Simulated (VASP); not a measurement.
# Zn (P6_3/mmc) in VASP: a series of runs, part 2 of 2

VASP 6.6.1. Earlier steps stand in the parts before.

## (3) Relaxation of cell and atoms, PBEsol

This run uses another cell than the first one, of 19.95 Å³/atom.

The input, INCAR:

```
SYSTEM = Zn
ALGO = Normal
EDIFF = 1E-7
EDIFFG = -0.04
ENCUT = 600
GGA = PS
IBRION = 2
ISIF = 3
ISMEAR = 0
LASPH = .TRUE.
LCHARG = .FALSE.
LREAL = .FALSE.
LWAVE = .FALSE.
NELM = 100
NSW = 90
PREC = Accurate
SIGMA = 0.1
```

The input, KPOINTS:

```
k-points
0
G
  6 6 4
  0 0 0
```

The input, POSCAR:

```
Zn
1.0
    4.1998348809      0.0000000000      0.0000000000
   -2.0999174405      3.6371636986      0.0000000000
    0.0000000000      0.0000000000      5.2232246056
Zn
4
Direct
    0.0000000000      0.0000000000      0.2500000000
    0.0000000000      0.0000000000      0.7500000000
    0.3333333333      0.6666666667      0.7500000000
    0.6666666667      0.3333333333      0.2500000000
```

Potentials or basis: VASP PAW PBE potentials, release 64 (Zn).

Started as:

```sh
$ cat potpaw_PBE.64/Zn/POTCAR > POTCAR
$ mpirun -np 1 vasp_std > vasp.out
```

OUTCAR:

```text
SYSTEM = Zn
   EDIFF = 1E-7
   EDIFFG = -0.04
   ENCUT = 600
   GGA = PS
   IBRION = 2
   ISIF = 3
   ISMEAR = 0
   LASPH = .TRUE.
   LREAL = .FALSE.
   NELM = 100
   NSW = 90
   PREC = Accurate

 ion  position               nearest neighbor table
   1  0.000  0.000  0.250-   4 2.42   4 2.42   4 2.42   2 2.61   2 2.61
   2  0.000  0.000  0.750-   3 2.42   3 2.42   3 2.42   1 2.61   1 2.61
   3  0.333  0.667  0.750-   2 2.42   2 2.42   2 2.42
   4  0.667  0.333  0.250-   1 2.42   1 2.42   1 2.42

  LATTYP: Found a hexagonal cell.
 ALAT       =     4.1998348809
 C/A-ratio  =     1.2436738000

  Lattice vectors:

 A1 = (   4.1998348809,   0.0000000000,   0.0000000000)
 A2 = (  -2.0999174405,   3.6371636986,   0.0000000000)
 A3 = (   0.0000000000,   0.0000000000,   5.2232246056)

Analysis of symmetry for initial positions (statically):
=====================================================================
 Subroutine PRICEL returns:
 Original cell was already a primitive cell.

 Routine SETGRP: Setting up the symmetry group for a
 hexagonal supercell.

 Subroutine GETGRP returns: Found 24 space group operations
 (whereof 12 operations were pure point group operations)
 out of a pool of 24 trial point group operations.

The static configuration has the point symmetry D_3d.
 The point group associated with its full space group is D_6h.

Analysis of symmetry for dynamics (positions and initial velocities):
=====================================================================
 Subroutine PRICEL returns:
 Original cell was already a primitive cell.

 Routine SETGRP: Setting up the symmetry group for a
 hexagonal supercell.

 Subroutine GETGRP returns: Found 24 space group operations
 (whereof 12 operations were pure point group operations)
 out of a pool of 24 trial point group operations.

The dynamic configuration has the point symmetry D_3d.
 The point group associated with its full space group is D_6h.

 Subroutine INISYM returns: Found 24 space group operations
 (whereof 12 operations are pure point group operations),
 and found     1 'primitive' translations

----------------------------------------------------------------------------------------

                                     Primitive cell

  volume of cell :      79.7873

  direct lattice vectors                    reciprocal lattice vectors
     4.199834881  0.000000000  0.000000000     0.238104599  0.137469754  0.000000000
    -2.099917441  3.637163699  0.000000000     0.000000000  0.274939509  0.000000000
     0.000000000  0.000000000  5.223224606     0.000000000  0.000000000  0.191452613

  length of vectors
     4.199834881  4.199834881  5.223224606     0.274939509  0.274939509  0.191452613

  position of ions in fractional coordinates (direct lattice)
     0.000000000  0.000000000  0.250000000
     0.000000000  0.000000000  0.750000000
     0.333333333  0.666666667  0.750000000
     0.666666667  0.333333333  0.250000000

  ion indices of the primitive-cell ions
   primitive index   ion index
                 1           1
                 2           2
                 3           3
                 4           4

[... 24 lines left out ...]
 Found     21 irreducible k-points:

 Following reciprocal coordinates:
            Coordinates               Weight
  0.000000  0.000000  0.000000      1.000000
  0.166667  0.000000  0.000000      6.000000
  0.333333  0.000000  0.000000      6.000000
  0.500000  0.000000  0.000000      3.000000
  0.166667  0.166667  0.000000      6.000000
  0.333333  0.166667  0.000000     12.000000
[... 13 lines left out ...]
  0.333333  0.166667  0.500000     12.000000
  0.333333  0.333333  0.500000      2.000000
   k-points           NKPTS =     21   k-points in BZ     NKDIM =     21   number of bands    NBANDS=     28
   number of dos      NEDOS =    301   number of ions     NIONS =      4
   total plane-waves  NPLWV =  54432
   dimension x,y,z NGX =    36 NGY =   36 NGZ =   42
   dimension x,y,z NGXF=    72 NGYF=   72 NGZF=   84
   ions per type =               4
   NGX,Y,Z   is equivalent  to a cutoff of  14.25, 14.25, 13.37 a.u.
   NGXF,Y,Z  is equivalent  to a cutoff of  28.50, 28.50, 26.74 a.u.
 SYSTEM =  Zn
   PREC   = accura    normal or accurate (medium, high low for compatibility)
   ISTART =      0    job   : 0-new  1-cont  2-samecut
   ICHARG =      2    charge: 1-file 2-atom 10-const
   ISPIN  =      1    spin polarized calculation?
   LNONCOLLINEAR =      F non collinear calculations
   LSORBIT =      F    spin-orbit coupling
   LASPH  =      T    aspherical Exc in radial PAW
   ENCUT  =  600.0 eV  44.10 Ry    6.64 a.u.   8.39  8.39 10.43*2*pi/ulx,y,z
   NELM   =    100;   NELMIN=  2; NELMDL= -5     # of ELM steps
   EDIFF  = 0.1E-06   stopping-criterion for ELM
   LREAL  =      F    real-space projection
   EDIFFG = -.4E-01   stopping-criterion for IOM
   NSW    =     90    number of steps for IOM
   IBRION =      2    ionic relax: 0-MD 1-quasi-New 2-CG
   NFREE  =      1    steps in history (QN), initial steepest desc. (CG)
   ISIF   =      3    stress and relaxation
   ISYM   =      2    0-nonsym 1-usesym 2-fastsym
   POTIM  = 0.5000    time-step for ionic-motion
   TEBEG  =    0.0;   TEEND  =   0.0 temperature during run
   PSTRESS=    0.0 pullay stress
   NELECT =      48.0000    total number of electrons
   NUPDOWN=      -1.0000    fix difference up-down
   EMIN   =  10.00;   EMAX   =-10.00  energy-range for DOS
   EFERMI =   0.00;   METHOD = LEGACY
   ISMEAR =     0;   SIGMA  =   0.10  broadening in eV -4-tet -1-fermi 0-gaus
   EFERMI_NEDOS =   21; number of points for ismear=-14 and -15
   IALGO  =     38    algorithm
   IMIX   =      4    mixing-type and parameters
     AMIX     =   0.40;   BMIX     =  1.00
     AMIX_MAG =   1.60;   BMIX_MAG =  1.00
  volume/ion in A,a.u.               =      19.95       134.61
  Fermi-wavevector in a.u.,A,eV,Ry     =   1.382008  2.611617 25.986406  1.909947
  Thomas-Fermi vector in A             =   2.506740
   LORBIT       =      0    0 simple, 1 ext, 2 COOP (PROOUT), +10 PAW based schemes
   GGA     = PS    functional components
   LHFCALC =     F    Hartree Fock is set to
   AEXX    =    0.0000 exact exchange contribution
   IVDW    =     0    specifies the selected vdW correction
   LEPSILON=     F    determine dielectric tensor
   LRPA    =     F    only Hartree local field effects (RPA)
 conjugate gradient relaxation of ions
 non-spin polarized calculation
 Gauss-broadening in eV      SIGMA  =   0.10
  energy-cutoff  :      600.00
  volume of cell :       79.79
 maximum number of plane-waves:      2715
 NGX is ok and might be reduce to    36
   NGX = 17   NGY = 17   NGZ = 21

--------------------------------------- Ionic step        1  -------------------------------------------

 number of electron      48.0000016 magnetization

 Free energy of the ion-electron system (eV)
  ---------------------------------------------------
  ext. energy  EPLUGINS =         0.00000000
  ---------------------------------------------------
  free energy    TOTEN  =        -4.44629268 eV

  energy without entropy =       -4.43118963  energy(sigma->0) =       -4.43874115

------------------------ aborting loop because EDIFF is reached ----------------------------------------

  FORCE on cell =-STRESS in cart. coord.  units (eV):
  Direction    XX          YY          ZZ          XY          YZ          ZX
  --------------------------------------------------------------------------------------
  -------------------------------------------------------------------------------------
  Total        0.7162632      0.7162632     -2.3310319     -0.0000000     -0.0000000      0.0000000
  in kB       14.3829998     14.3829998    -46.8085340     -0.0000000     -0.0000000      0.0000000
  external PRESSURE =      -6.0141781 kB  Pullay stress =       0.0000000 kB
[... 95 lines left out ...]
  FREE ENERGIE OF THE ION-ELECTRON SYSTEM (eV)
  ---------------------------------------------------
  free  energy   TOTEN  =        -4.6351844111 eV

  energy  without entropy=       -4.6171089623  energy(sigma->0) =       -4.62614669

[... ionic steps 4 to 7 ...]

--------------------------------------- Ionic step        8  -------------------------------------------

 number of electron      48.0000055 magnetization

------------------------ aborting loop because EDIFF is reached ----------------------------------------
[... 71 lines left out ...]
--------------------------------------- Ionic step       10  -------------------------------------------

 number of electron      48.0000045 magnetization

 Free energy of the ion-electron system (eV)
  ---------------------------------------------------
  ext. energy  EPLUGINS =         0.00000000
  ---------------------------------------------------
  free energy    TOTEN  =        -4.64327580 eV

  energy without entropy =       -4.62921966  energy(sigma->0) =       -4.63624773

 E-fermi :   1.2517     XC(G=0): -10.5308

 val. band max:        1.2173550978   @ k =   0.3333   0.1667   0.2500
 cond. band min:       1.3184281978   @ k =   0.1667   0.1667   0.0000
 fundamental gap:      0.1010730999
 Fermi energy:         1.2516780135

 k-point     1 :       0.0000    0.0000    0.0000
  band No.  band energies     occupation
      1      -7.7239      2.00000
      2      -6.9764      2.00000
      3      -6.6014      2.00000
      4      -6.6014      2.00000
      5      -6.2154      2.00000
      6      -6.2114      2.00000
[... 671 lines left out ...]
  FREE ENERGIE OF THE ION-ELECTRON SYSTEM (eV)
  ---------------------------------------------------
  free  energy   TOTEN  =        -4.6432757952 eV

  energy  without entropy=       -4.6292196635  energy(sigma->0) =       -4.63624773

 reached required accuracy - stopping structural energy minimisation
```

Wall time 10 min (1 thread of Intel Xeon 8259CL, shared host); peak memory 0.25 GiB.

What came out:

```yaml
Free_energy: -4.6433 eV
Relaxed_volume: 18.63 Å³/atom
Relaxed_cell: a = 4.298 Å, b = 4.298 Å, c = 4.659 Å, α = 90.00°, β = 90.00°, γ = 120.00°
Space_group_after_relaxing_to_0.1_Å: P6_3/mmc (No. 194)
Energy_gained_by_relaxing: 49.2 meV/atom
Ionic_steps: 10
Pressure_after_relaxing: 0.0 GPa
Band_gap_on_the_k_mesh: zero (bands 24 and 25 overlap by 4.85 eV)
```

Stress tensor (GPa, compression positive):
```
 0.06  0.00  0.00
 0.00  0.06  0.00
 0.00  0.00 -0.07
```

The path:
| step | energy change (eV) | largest force (eV/Å) | pressure (GPa) | volume (Å³) |
| --- | --- | --- | --- | --- |
| 1 | 0.0000 | 0.0000 | -0.60 | 79.79 |
| 2 | -0.0643 | 0.0000 | -1.18 | 78.89 |
| 3 | -0.1889 | 0.0000 | -1.11 | 76.46 |
| 4 | -0.1819 | 0.0000 | -0.46 | 75.54 |
| 5 | -0.1914 | 0.0000 | -1.03 | 76.23 |
| 6 | -0.1918 | 0.0000 | -0.93 | 76.12 |
| 7 | -0.1960 | 0.0000 | 0.24 | 74.12 |
| 8 | -0.1965 | 0.0000 | -0.01 | 74.54 |
| 9 | -0.1965 | 0.0000 | -0.05 | 74.58 |
| 10 | -0.1970 | 0.0000 | 0.02 | 74.52 |

Final structure:
```cif
data_structure
_symmetry_space_group_name_H-M 'P 1'
_symmetry_Int_Tables_number 1
_cell_length_a 4.2977
_cell_length_b 4.2977
_cell_length_c 4.6585
_cell_angle_alpha 90.000
_cell_angle_beta 90.000
_cell_angle_gamma 120.000
_cell_volume 74.52
loop_
_atom_site_label
_atom_site_type_symbol
_atom_site_fract_x
_atom_site_fract_y
_atom_site_fract_z
_atom_site_occupancy
Zn1 Zn 0.00000 0.00000 0.25000 1
Zn2 Zn 0.00000 0.00000 0.75000 1
Zn3 Zn 0.33333 0.66667 0.75000 1
Zn4 Zn 0.66667 0.33333 0.25000 1
```

Caveat: the PAW data sets were made with another functional, which shifts forces and pressure a little.

## (4) Single point, PBEsol

This run uses another cell than the first one, of 18.51 Å³/atom.

The input, INCAR:

```
SYSTEM = Zn
ALGO = Fast ; EDIFF = 1E-6
ENCUT = 520 ; GGA = PS
ISIF = 2 ; ISMEAR = 0
LASPH = .True. ; LCHARG = .False.
LREAL = .False. ; LWAVE = .False.
NBANDS = 32 ; NELM = 80
PREC = Accurate ; SIGMA = 0.1
```

The input, KPOINTS:

```
k-points
0
Gamma
  12 12 10
  0 0 0
```

The input, POSCAR:

```
Zn
1.0
    4.2803522661      0.0000000000      0.0000000000
   -2.1401761331      3.7068937996      0.0000000000
    0.0000000000      0.0000000000      4.6667858609
Zn
4
Direct
    0.0000000000      0.0000000000      0.2500000000
    0.0000000000      0.0000000000      0.7500000000
    0.3333333333      0.6666666667      0.7500000000
    0.6666666667      0.3333333333      0.2500000000
```

Started as:

```sh
$ cat potpaw_PBE.64/Zn/POTCAR > POTCAR
$ mpirun -np 1 vasp_std > vasp.out
```

Run time: 3.9 min. Hardware: 1 thread of Intel Xeon 8259CL, shared host; peak memory 0.32 GiB.

Results (log left out):

| Item | Value |
| --- | --- |
| Free energy | -4.7470 eV |
| Pressure | 0.3 GPa |
| Band gap on the k mesh | zero (bands 24 and 25 overlap by 4.91 eV) |

Levels at points of the mesh, in eV from the Fermi level:
| k point | band 22 | band 23 | band 24 | band 25 | band 26 | band 27 |
| --- | --- | --- | --- | --- | --- | --- |
| (0.00, 0.00, 0.00) | -1.83 | -1.34 | 1.76 | 1.76 | 2.98 | 3.43 |
| (0.50, 0.00, 0.00) | -5.29 | -0.75 | -0.20 | 0.38 | 1.16 | 2.77 |
| (0.00, 0.00, 0.50) | -6.55 | 3.28 | 3.28 | 3.28 | 3.28 | 4.01 |
| (0.50, 0.00, 0.50) | -4.52 | -3.38 | -3.38 | 1.33 | 1.33 | 2.83 |

Caveat: the PAW data sets were made with another functional, which shifts forces and pressure a little.

## (5) Relaxation of cell and atoms, PBEsol

The input, INCAR:

```
SYSTEM = Zn
PREC = Accurate
ENCUT = 600
EDIFF = 1E-6
ISMEAR = 0
SIGMA = 0.1
LREAL = .False.
LASPH = .True.
NELM = 60
ALGO = Fast
ISIF = 3
LWAVE = .False.
LCHARG = .False.
GGA = PS
IBRION = 2
NSW = 100
EDIFFG = -0.01
```

The input, KPOINTS:

```
regular mesh
0
Gamma
  12 12 10
  0 0 0
```

The input, POSCAR:

```
Zn
1.0
    4.2960575406      0.0000000000      0.0000000000
   -2.1480287703      3.7204949663      0.0000000000
    0.0000000000      0.0000000000      4.6423435352
Zn
4
Direct
    0.0000000000      0.0000000000      0.2500000000
    0.0000000000      0.0000000000      0.7500000000
    0.3333333333      0.6666666667      0.7500000000
    0.6666666667      0.3333333333      0.2500000000
```

Started as:

```sh
$ cat potpaw_PBE.64/Zn/POTCAR > POTCAR
$ mpirun -np 1 vasp_std > vasp.out
```

Wall time 9.7 min (1 thread of Intel Xeon 8259CL, shared host); peak memory 0.38 GiB.

Results (log left out):

| Property | Result |
| --- | --- |
| Free energy | -4.7466 eV |
| Relaxed volume | 18.59 Å³/atom |
| Relaxed cell | a = 4.286 Å, b = 4.286 Å, c = 4.674 Å, α = 90.00°, β = 90.00°, γ = 120.00° |
| Space group after relaxing (to 0.1 Å) | P6_3/mmc (No. 194) |
| Energy gained by relaxing | 0.5 meV/atom |
| Ionic steps | 3 |
| Pressure after relaxing | 0.0 GPa |
| Band gap on the k mesh | zero (bands 24 and 25 overlap by 4.89 eV) |

The path:
```tsv
step	energy change (eV)	largest force (eV/Å)	pressure (GPa)	volume (Å³)
1	0.0000	0.0000	0.10	74.20
2	-0.0017	0.0000	0.05	74.32
3	-0.0018	0.0000	-0.02	74.36
```

Final structure:
```yaml
crystal:
  lattice:
    - [4.28601, 0.00000, 0.00000]
    - [-2.14301, 3.71180, 0.00000]
    - [0.00000, 0.00000, 4.67434]
  atoms:
    - { symbol: Zn, position: [0.00000, 0.00000, 0.25000] }
    - { symbol: Zn, position: [0.00000, 0.00000, 0.75000] }
    - { symbol: Zn, position: [0.33333, 0.66667, 0.75000] }
    - { symbol: Zn, position: [0.66667, 0.33333, 0.25000] }
```

Levels at points of the mesh, in eV from the Fermi level:
```csv
k point,band 20,band 21,band 22,band 23,band 24,band 25,band 26,band 27,band 28
"(0.00, 0.00, 0.00)",-6.76,-6.50,-1.82,-1.36,1.75,1.75,2.96,3.42,3.42
"(0.50, 0.00, 0.00)",-6.50,-5.78,-5.28,-0.74,-0.22,0.38,1.14,2.77,3.29
"(0.00, 0.00, 0.50)",-6.81,-6.54,-6.54,3.27,3.27,3.27,3.27,3.98,3.98
"(0.50, 0.00, 0.50)",-6.69,-4.51,-4.51,-3.37,-3.37,1.32,1.32,2.82,2.82
```

Caveat: the PAW data sets were made with another functional, which shifts forces and pressure a little.

## (6) The runs side by side

```csv
task,cell,k mesh,cutoff (eV),gap on the mesh (eV),pressure (GPa),relaxed volume (Å³/atom)
single point,"a = 4.296, b = 4.296, c = 4.642 Å, angles 90.0, 90.0, 120.0°, 4 atoms",6 × 6 × 4,520,none,0.3,-
relaxation of cell and atoms,"relaxed from a = 4.200, b = 4.200, c = 5.223 Å, angles 90.0, 90.0, 120.0°, 4 atoms",6 × 6 × 4,600,none,0.0,18.63
single point,"a = 4.280, b = 4.280, c = 4.667 Å, angles 90.0, 90.0, 120.0°, 4 atoms",12 × 12 × 10,520,none,0.3,-
relaxation of cell and atoms,"relaxed from a = 4.296, b = 4.296, c = 4.642 Å, angles 90.0, 90.0, 120.0°, 4 atoms",12 × 12 × 10,600,none,0.0,18.59
```

Alike in all rows: level PBEsol; potentials or basis VASP PAW PBE potentials, release 64 (Zn); no spin polarisation; smearing gaussian 0.1 eV.

Caveats: the PAW data sets were made with another functional, which shifts forces and pressure a little.

Absolute energies hang on the potentials; compare differences alone.
